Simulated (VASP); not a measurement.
# Hf (I4/mmm) in VASP: single point with PBEsol

Aim: the single point of Hf with PBEsol.

Everything below comes from runs of VASP 6.6.1. Logs are shortened: lines on timing, memory, paths and dates and some standing lists are left out, and cuts for length are marked.

### Step 1. The cell of the first run

It takes space group I4/mmm (No. 139, tetragonal). Conventional cell: a = 3.718 Å, b = 3.718 Å, c = 3.502 Å, α = 90.00°, β = 90.00°, γ = 90.00°. Within 4.2 Å of Hf (site symmetry 4/mmm) lie 14 Hf at 3.16 to 3.72 Å.

### Step 2. Single point, PBEsol (strain +0.030 along x and y, -0.030 along z)

Contents of INCAR:

```
PREC = Accurate
ENCUT = 520
EDIFF = 1E-7
ISMEAR = 0
SIGMA = 0.15
LREAL = False
LASPH = True
NELM = 80
ALGO = Fast
ISIF = 2
LWAVE = False
LCHARG = False
GGA = PS
NBANDS = 11
```

Contents of KPOINTS:

```
regular mesh
0
Gamma
  18 18 18
```

Contents of POSCAR:

```
Hf
1.0
   -1.8591500000      1.8591500000      1.7508500000
    1.8591500000     -1.8591500000      1.7508500000
    1.8591500000      1.8591500000     -1.7508500000
Hf
1
Direct
    0.0000000000      0.0000000000      0.0000000000
```

Potentials or basis: VASP PAW PBE potentials, release 64 (Hf_pv).

Command:

```
> cat potpaw_PBE.64/Hf_pv/POTCAR > POTCAR
> mpirun -np 1 vasp_std > vasp.out
```

OUTCAR:

```text
PREC = Accurate
   ENCUT = 520
   EDIFF = 1E-7
   ISMEAR = 0
   LREAL = False
   LASPH = True
   NELM = 80
   ISIF = 2
   GGA = PS

 ion  position               nearest neighbor table
   1  0.000  0.000  0.000-

  LATTYP: Found a body centered tetragonal cell.
 ALAT       =     3.7183000000
 C/A-ratio  =     0.9417475728

  Lattice vectors:

 A1 = (  -1.8591500000,   1.8591500000,   1.7508500000)
 A2 = (   1.8591500000,  -1.8591500000,   1.7508500000)
 A3 = (   1.8591500000,   1.8591500000,  -1.7508500000)

Analysis of symmetry for initial positions (statically):
=====================================================================
 Subroutine PRICEL returns:
 Original cell was already a primitive cell.

 Routine SETGRP: Setting up the symmetry group for a
 body centered tetragonal supercell.

 Subroutine GETGRP returns: Found 16 space group operations
 (whereof 16 operations were pure point group operations)
 out of a pool of 16 trial point group operations.

The static configuration has the point symmetry D_4h.

Analysis of symmetry for dynamics (positions and initial velocities):
=====================================================================
 Subroutine PRICEL returns:
 Original cell was already a primitive cell.

 Routine SETGRP: Setting up the symmetry group for a
 body centered tetragonal supercell.

 Subroutine GETGRP returns: Found 16 space group operations
 (whereof 16 operations were pure point group operations)
 out of a pool of 16 trial point group operations.

The dynamic configuration has the point symmetry D_4h.

 Subroutine INISYM returns: Found 16 space group operations
 (whereof 16 operations are pure point group operations),
 and found     1 'primitive' translations

----------------------------------------------------------------------------------------

                                     Primitive cell

  volume of cell :      24.2068

  direct lattice vectors                    reciprocal lattice vectors
    -1.859150000  1.859150000  1.750850000     0.000000000  0.268940107  0.285575578
     1.859150000 -1.859150000  1.750850000     0.268940107  0.000000000  0.285575578
     1.859150000  1.859150000 -1.750850000     0.268940107  0.268940107  0.000000000

  length of vectors
     3.158853141  3.158853141  3.158853141     0.392278207  0.392278207  0.380338747

  position of ions in fractional coordinates (direct lattice)
     0.000000000  0.000000000  0.000000000

  ion indices of the primitive-cell ions
   primitive index   ion index
                 1           1

----------------------------------------------------------------------------------------

 KPOINTS: regular mesh

Automatic generation of k-mesh.
 Grid dimensions read from file:
 generate k-points for:   18   18   18

 Generating k-lattice:

  Cartesian coordinates                     Fractional coordinates (reciprocal lattice)
     0.000000000  0.014941117  0.015865310     0.055555556 -0.000000000  0.000000000
     0.014941117  0.000000000  0.015865310    -0.000000000  0.055555556  0.000000000
     0.014941117  0.014941117  0.000000000     0.000000000  0.000000000  0.055555556

  Length of vectors
     0.021793234  0.021793234  0.021129930

  Shift w.r.t. Gamma in fractional coordinates (k-lattice)
     0.000000000  0.000000000  0.000000000

 Subroutine IBZKPT returns following result:
 ===========================================

 Found    480 irreducible k-points:

 Following reciprocal coordinates:
            Coordinates               Weight
  0.000000  0.000000  0.000000      1.000000
  0.055556  0.000000 -0.000000      8.000000
  0.111111  0.000000 -0.000000      8.000000
  0.166667 -0.000000  0.000000      8.000000
  0.222222  0.000000  0.000000      8.000000
  0.277778  0.000000 -0.000000      8.000000
[... 16 lines left out ...]
 -0.277778  0.055556  0.000000     16.000000
 -0.222222  0.055556  0.000000     16.000000
 [... further k-points ...]
   k-points           NKPTS =    480   k-points in BZ     NKDIM =    480   number of bands    NBANDS=     11
   number of dos      NEDOS =    301   number of ions     NIONS =      1
   total plane-waves  NPLWV =  13824
   dimension x,y,z NGX =    24 NGY =   24 NGZ =   24
   dimension x,y,z NGXF=    48 NGYF=   48 NGZF=   48
   ions per type =               1
   NGX,Y,Z   is equivalent  to a cutoff of  12.63, 12.63, 12.63 a.u.
   NGXF,Y,Z  is equivalent  to a cutoff of  25.26, 25.26, 25.26 a.u.
 SYSTEM =  unknown system
   PREC   = accura    normal or accurate (medium, high low for compatibility)
   ISTART =      0    job   : 0-new  1-cont  2-samecut
   ICHARG =      2    charge: 1-file 2-atom 10-const
   ISPIN  =      1    spin polarized calculation?
   LNONCOLLINEAR =      F non collinear calculations
   LSORBIT =      F    spin-orbit coupling
   LASPH  =      T    aspherical Exc in radial PAW
   ENCUT  =  520.0 eV  38.22 Ry    6.18 a.u.   5.87  5.87  5.87*2*pi/ulx,y,z
   NELM   =     80;   NELMIN=  2; NELMDL= -5     # of ELM steps
   EDIFF  = 0.1E-06   stopping-criterion for ELM
   LREAL  =      F    real-space projection
   EDIFFG = 0.1E-05   stopping-criterion for IOM
   NSW    =      0    number of steps for IOM
   IBRION =     -1    ionic relax: 0-MD 1-quasi-New 2-CG
   NFREE  =      0    steps in history (QN), initial steepest desc. (CG)
   ISIF   =      2    stress and relaxation
   ISYM   =      2    0-nonsym 1-usesym 2-fastsym
   POTIM  = 0.5000    time-step for ionic-motion
   TEBEG  =    0.0;   TEEND  =   0.0 temperature during run
   PSTRESS=    0.0 pullay stress
   NELECT =      10.0000    total number of electrons
   NUPDOWN=      -1.0000    fix difference up-down
   EMIN   =  10.00;   EMAX   =-10.00  energy-range for DOS
   EFERMI =   0.00;   METHOD = LEGACY
   ISMEAR =     0;   SIGMA  =   0.15  broadening in eV -4-tet -1-fermi 0-gaus
   EFERMI_NEDOS =   21; number of points for ismear=-14 and -15
   IALGO  =     68    algorithm
   IMIX   =      4    mixing-type and parameters
     AMIX     =   0.40;   BMIX     =  1.00
     AMIX_MAG =   1.60;   BMIX_MAG =  1.00
  volume/ion in A,a.u.               =      24.21       163.36
  Fermi-wavevector in a.u.,A,eV,Ry     =   1.219258  2.304063 20.226281  1.486590
  Thomas-Fermi vector in A             =   2.354516
   LORBIT       =      0    0 simple, 1 ext, 2 COOP (PROOUT), +10 PAW based schemes
   GGA     = PS    functional components
   LHFCALC =     F    Hartree Fock is set to
   AEXX    =    0.0000 exact exchange contribution
   IVDW    =     0    specifies the selected vdW correction
   LEPSILON=     F    determine dielectric tensor
   LRPA    =     F    only Hartree local field effects (RPA)
 non-spin polarized calculation
 RMM-DIIS sequential band-by-band and
 Gauss-broadening in eV      SIGMA  =   0.15
  energy-cutoff  :      520.00
  volume of cell :       24.21
 maximum number of plane-waves:       668
   NGX = 11   NGY = 11   NGZ = 11

 number of electron      10.0000002 magnetization

 Free energy of the ion-electron system (eV)
  ---------------------------------------------------
  ext. energy  EPLUGINS =         0.00000000
  ---------------------------------------------------
  free energy    TOTEN  =       -10.23838782 eV

  energy without entropy =      -10.21363104  energy(sigma->0) =      -10.22600943

 E-fermi :   3.9250     XC(G=0): -11.0370

 val. band max:        3.9226158361   @ k =   0.5000   0.3889   0.0000
 cond. band min:       3.9284285408   @ k =  -0.3333  -0.4444   0.1667
 fundamental gap:      0.0058127047
 Fermi energy:         3.9250376826

 k-point     1 :       0.0000    0.0000    0.0000
  band No.  band energies     occupation
      1     -26.1935      2.00000
      2     -26.1935      2.00000
      3     -26.1900      2.00000
      4      -2.8774      2.00000
      5       4.9548      0.00000
      6       5.5801      0.00000
      7       5.5801      0.00000
      8       7.4569      0.00000
      9       8.3114      0.00000
     10      16.5702      0.00000
     11      16.5702      0.00000

 k-point     2 :       0.0556    0.0000   -0.0000
  band No.  band energies     occupation
      1     -26.2119      2.00000
      2     -26.2001      2.00000
      3     -26.1922      2.00000
      4      -2.7702      2.00000
      5       4.9652      0.00000
      6       5.5437      0.00000
      7       5.5924      0.00000
      8       7.4446      0.00000
      9       8.2132      0.00000
     10      16.7740      0.00000
     11      16.7742      0.00000

 k-point     3 :       0.1111    0.0000   -0.0000
  band No.  band energies     occupation
      1     -26.2691      2.00000
      2     -26.2192      2.00000
      3     -26.1938      2.00000
      4      -2.4561      2.00000
      5       4.8823      0.00000
      6       5.4020      0.00000
      7       5.7611      0.00000
      8       7.4236      0.00000
      9       8.0241      0.00000
     10      17.1979      0.00000
     11      17.3634      0.00000

 k-point     4 :       0.1667   -0.0000    0.0000
  band No.  band energies     occupation
      1     -26.3557      2.00000
      2     -26.2482      2.00000
      3     -26.1960      2.00000
      4      -1.9591      2.00000
      5       4.6362      0.00000
      6       5.1101      0.00000
      7       6.1980      0.00000
      8       7.4525      0.00000
      9       7.9078      0.00000
     10      17.4147      0.00000
     11      18.2821      0.00000
[... 239 lines left out ...]
 k-point    22 :      -0.3333    0.0556    0.0000
  band No.  band energies     occupation
      1     -26.6193      2.00000
      2     -26.3406      2.00000
      3     -26.2082      2.00000
      4      -0.2343      2.00000
      5       3.8528      1.50398
      6       4.2220      0.00511
      7       7.7106      0.00000
      8       8.1527      0.00000
      9       8.3227      0.00000
     10      15.4014      0.00000
     11      16.9317      0.00000

 k-point    23 :      -0.2778    0.0556    0.0000
  band No.  band energies     occupation
      1     -26.5173      2.00000
      2     -26.3021      2.00000
      3     -26.2049      2.00000
      4      -0.9298      2.00000
      5       4.1446      0.03849
      6       4.5001      0.00000
      7       7.2948      0.00000
      8       7.5496      0.00000
      9       8.1153      0.00000
     10      16.4415      0.00000
     11      17.9841      0.00000

 k-point    24 :      -0.2222    0.0556    0.0000
  band No.  band energies     occupation
      1     -26.4138      2.00000
      2     -26.2633      2.00000
      3     -26.2018      2.00000
      4      -1.6060      2.00000
      5       4.4579      0.00000
      6       4.8878      0.00000
      7       6.6339      0.00000
      8       7.2641      0.00000
      9       8.0974      0.00000
     10      17.3112      0.00000
     11      18.4481      0.00000

 [... further k-points ...]

------------------------ aborting loop because EDIFF is reached ----------------------------------------

  FORCE on cell =-STRESS in cart. coord.  units (eV):
  Direction    XX          YY          ZZ          XY          YZ          ZX
  --------------------------------------------------------------------------------------
  -------------------------------------------------------------------------------------
  Total       -1.5198503     -1.5198503     -2.0245606      0.0000000      0.0000000      0.0000000
  in kB     -100.5943507   -100.5943507   -133.9996217      0.0000000      0.0000000      0.0000000
  external PRESSURE =    -111.7294410 kB  Pullay stress =       0.0000000 kB

 VOLUME and BASIS-vectors are now :
 -----------------------------------------------------------------------------
  energy-cutoff  :      520.00
  volume of cell :       24.21
      direct lattice vectors                 reciprocal lattice vectors
    -1.859150000  1.859150000  1.750850000     0.000000000  0.268940107  0.285575578
     1.859150000 -1.859150000  1.750850000     0.268940107  0.000000000  0.285575578
     1.859150000  1.859150000 -1.750850000     0.268940107  0.268940107  0.000000000

 POSITION                                       TOTAL-FORCE (eV/Angst)
 -----------------------------------------------------------------------------------
      0.00000      0.00000      0.00000         0.000000      0.000000      0.000000
 -----------------------------------------------------------------------------------
    total drift:                                0.000000      0.000000      0.000000

  FREE ENERGIE OF THE ION-ELECTRON SYSTEM (eV)
  ---------------------------------------------------
  free  energy   TOTEN  =       -10.2383878213 eV

  energy  without entropy=      -10.2136310427  energy(sigma->0) =      -10.22600943
```

It took 75 s on 1 thread of Intel Xeon Platinum 8488C (Sapphire Rapids), shared host; peak memory 0.23 GiB.

What came out:

- Free energy: -10.2384 eV
- Pressure: -11.2 GPa
- Band gap on the k mesh: zero (band 5 reaches 5.28 eV, above the bottom of band 6 at 3.32 eV)

Levels at points of the mesh, in eV from the Fermi level:
| k point | band 1 | band 2 | band 3 | band 4 | band 5 | band 6 | band 7 | band 8 | band 9 | band 10 |
| --- | --- | --- | --- | --- | --- | --- | --- | --- | --- | --- |
| (0.00, 0.00, 0.00) | -30.12 | -30.12 | -30.12 | -6.80 | 1.03 | 1.66 | 1.66 | 3.53 | 4.39 | 12.65 |
| (0.50, 0.00, 0.00) | -30.74 | -30.33 | -30.13 | -3.13 | -0.60 | 0.93 | 3.86 | 5.03 | 6.91 | 9.14 |
| (0.50, 0.50, 0.00) | -30.75 | -30.30 | -30.10 | -3.25 | 0.04 | 0.59 | 3.24 | 4.44 | 6.81 | 8.94 |
| (0.50, 0.50, 0.50) | -30.59 | -30.59 | -30.51 | -2.34 | -2.20 | 6.12 | 6.12 | 6.17 | 6.17 | 6.31 |

Caveat: the cell differs from its parent crystal (strain +0.030 along x and y, -0.030 along z); the PAW data sets were made with another functional, which shifts forces and pressure a little; spin-orbit coupling is left out, which moves the levels of the heavy elements.
